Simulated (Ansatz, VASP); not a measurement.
Pt in VASP and in Ansatz

Contents of INCAR:

```
  ALGO = Normal
  EDIFF = 1E-6
  ENCUT = 500
  GGA = PE
  GGA_COMPAT = F
  ISIF = 2
  ISMEAR = 0
  LASPH = T
  LCHARG = F
  LREAL = F
  LWAVE = F
  NBANDS = 39
  NELM = 120
  PREC = Accurate
  SIGMA = 0.2
```

File KPOINTS:

```
k-points
0
Gamma
  6 6 6
```

Contents of POSCAR:

```
Pt
1.0
    0.0000000000      3.0354746692      3.0354746692
    3.0354746692      3.0354746692      0.0000000000
   -3.0354746692      6.0709493384     -3.0354746692
Pt
6
Direct
    0.0000000000      0.0000000000      0.0000000000
    0.5000000000      0.5000000000      0.5000000000
    0.1250000000      0.1250000000      0.6250000000
    0.6250000000      0.6250000000      0.1250000000
    0.3750000000      0.3750000000      0.8750000000
    0.8750000000      0.8750000000      0.3750000000
```

Input for Ansatz:

```yaml
crystal:
  lattice:
    - [0.0, 3.0354746692, 3.0354746692]
    - [3.0354746692, 3.0354746692, 0.0]
    - [-3.0354746692, 6.0709493384, -3.0354746692]
  atoms:
    - { symbol: Pt, position: [0.0, 0.0, 0.0] }
    - { symbol: Pt, position: [0.5, 0.5, 0.5] }
    - { symbol: Pt, position: [0.125, 0.125, 0.625] }
    - { symbol: Pt, position: [0.625, 0.625, 0.125] }
    - { symbol: Pt, position: [0.375, 0.375, 0.875] }
    - { symbol: Pt, position: [0.875, 0.875, 0.375] }
basis:
  ecutwfc: 420
kpoints:
  mp_grid: { grid: [6, 6, 6] }
hamiltonian:
  xc: pbe
scf:
  occupations: { method: gaussian, width: 0.2 }
  lower_state_search: "off"
output:
  forces: true
  stress: true
  eigenvalues: true
```

Alike in both runs: task single point; functional PBE; k mesh 6 × 6 × 6; occupations gaussian, width 0.2 eV; no spin polarisation.

|  | VASP | Ansatz |
| --- | --- | --- |
| version | VASP 6.6.1 | Ansatz 0.2.0 |
| potentials or method | VASP PAW PBE potentials, release 64 (Pt), cutoff 500 eV | scalar-relativistic, plane waves, PAW |
| valence electrons in the cell | 60 | 108 |

|  | VASP | Ansatz | Ansatz less VASP |
| --- | --- | --- | --- |
| gap on the k mesh at the Fermi level (eV) | none | none | - |
| pressure (GPa) | -0.3 | 0.2 | +0.43 |

A gap of «none» marks a metal or a gap that the smearing closes. VASP's potentials hold 60 valence electrons a cell and Ansatz's 108, so a difference there can come from the potentials and not from the codes.

Spin-orbit coupling is off throughout.
